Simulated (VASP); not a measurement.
Input of a VASP 6.6.1 run:

INCAR

```
SYSTEM = AlSi16
PREC = Accurate
ENCUT = 520
EDIFF = 1E-6
ISMEAR = -1
SIGMA = 0.02
LREAL = Auto
LASPH = .True.
NELM = 150
ALGO = Normal
ISIF = 2
LWAVE = .False.
LCHARG = .False.
ISPIN = 2
MAGMOM = 0 0 0 0 0 0 0 0 0 0 0 0 0 0 0 0 0
LORBIT = 11
GGA = PS
NBANDS = 52
```

KPOINTS

```
regular mesh
0
Gamma
  2 2 2
  0 0 0
```

File POSCAR:

```
AlSi16
1.0
    0.0000000000      5.4300000000      5.4300000000
    5.4300000000      0.0000000000      5.4300000000
    5.4300000000      5.4300000000      0.0000000000
Si Al
16 1
Direct
    0.0809023941     -0.0553591160      0.0190607735
    0.2800000000      0.0459852670      0.1165930018
    0.0380202578     -0.0204511971      0.4959760589
    0.2050276243     -0.0628176796      0.6945488029
    0.1305893186      0.4304419890     -0.0904972376
    0.3603038674      0.3592541436      0.1270626151
    0.0575506446      0.6321546961      0.2505156538
    0.1688581952      0.6266482505      0.4870349908
    0.6657642726     -0.0074953959     -0.0875874770
    0.7226703499      0.1377900552      0.0825230203
    0.5051473297      0.0201381215      0.4512615101
    0.6758011050      0.1412707182      0.5475690608
    0.6061418048      0.5139134438     -0.1325506446
    0.7479005525      0.6248434622      0.0136095764
    0.5791344383      0.4950460405      0.3552486188
    0.6805524862      0.6544383057      0.4932228361
    0.0139226519      0.3209023941      0.7041068140
```

Potentials or basis: VASP PAW PBE potentials, release 64 (Si, Al).

Run with:

```bash
$ cat potpaw_PBE.64/Si/POTCAR potpaw_PBE.64/Al/POTCAR > POTCAR
$ mpirun -np 1 vasp_std > vasp.out
```

**Question.** Estimate the net moment.

**Answer.** 0.00 μB per cell.

**Question.** What does it give for the largest force?

**Answer.** 2.813 eV/Å.

**Question.** What does it give for the pressure?

**Answer.** 0.5 GPa.

Forces on the atoms (eV/Å):
```
Si   1.204  1.176  1.622
Si   0.099 -0.796  0.024
Si  -1.421 -0.492  0.015
Si  -0.423 -0.290  0.014
Si  -0.059 -0.235 -0.020
Si   0.418 -1.273 -1.617
Si   0.067  0.732 -2.161
Si   0.179  1.358  0.801
Si   0.405 -0.689 -0.638
Si  -0.540  0.204 -0.147
Si  -0.273  0.576  1.545
Si  -0.029  0.359 -1.011
Si   0.436  0.439  1.591
Si  -1.926 -0.757  0.889
Si   2.653  0.241 -0.904
Si  -1.063 -0.630  0.009
Al   0.273  0.076 -0.012
```

Caveat: the k points lie up to 0.50 Å⁻¹ apart; the PAW data sets were made with another functional, which shifts forces and pressure a little.
